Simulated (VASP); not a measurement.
A run of VASP 6.6.1 is set up as follows.

Contents of INCAR:

```
SYSTEM = AlC18
PREC     = Accurate       ! precision mode
ENCUT    = 520            ! plane-wave cutoff, eV
EDIFF    = 1E-6           ! SCF threshold, eV
ISMEAR   = 0              ! smearing method
SIGMA    = 0.05           ! smearing width, eV
LREAL    = Auto         
LASPH    = .TRUE.         ! aspherical terms in the spheres
NELM     = 150            ! most SCF steps
ALGO     = Normal         ! electronic algorithm
ISIF     = 2              ! what is computed and relaxed
LWAVE    = .FALSE.        ! write WAVECAR
LCHARG   = .FALSE.        ! write CHGCAR
ISPIN    = 2              ! spin polarisation
MAGMOM   = 0 0 0 0 0 0 0 0 0 0 0 0 0 0 0 0 0 0 0 ! initial moments
LORBIT   = 11             ! projections on sites
GGA      = PE             ! functional
NBANDS   = 56             ! bands
```

Contents of KPOINTS:

```
regular mesh
0
G
  2 2 1
  0 0 0
```

Contents of POSCAR:

```
AlC18
1.0
    7.3980000000      0.0000000000      0.0000000000
   -3.6990000000      6.4068560000      0.0000000000
    0.0000000000      0.0000000000     11.0000000000
C Al
18 1
Direct
   -0.0000141046      0.0011242644      0.0871035455
    0.2215702407      0.1108439147      0.0880763636
   -0.0003919317      0.3326408460      0.0888842727
    0.2214024008      0.4440413520      0.0882170909
    0.0003684587      0.6665022595      0.0885251818
    0.2224238204      0.7779090087      0.0884905455
    0.3326123837     -0.0003543079      0.0882315455
    0.5544058756      0.1100388396      0.0888864545
    0.3315815803      0.3324875727      0.0884695455
    0.5536479406      0.4431434076      0.0884890909
    0.3324426900      0.6662806219      0.0880630909
    0.5540270980      0.7781512492      0.0870753636
    0.6658955216     -0.0002278809      0.0877203636
    0.8881218438      0.1108827793      0.0877226364
    0.6655384273      0.3318635537      0.0895106364
    0.8884907009      0.4433436619      0.0895153636
    0.6650077414      0.6668219170      0.0862533636
    0.8890220684      0.7788197518      0.0862990000
    0.7761825547      0.6103291536      0.2799213636
```

Potentials or basis: VASP PAW PBE potentials, release 64 (C, Al).

Launch:

```sh
$ cat potpaw_PBE.64/C/POTCAR potpaw_PBE.64/Al/POTCAR > POTCAR
$ mpirun -np 1 vasp_std > vasp.out
```

(1) Estimate the largest force.

(2) Predict the net moment.

Results:

(1) 0.194 eV/Å.

(2) 0.00 μB per cell.

Caveat: the k points lie up to 0.49 Å⁻¹ apart; there is no dipole correction, which matters where the two faces differ; no moment was typed at the start, so none could form.
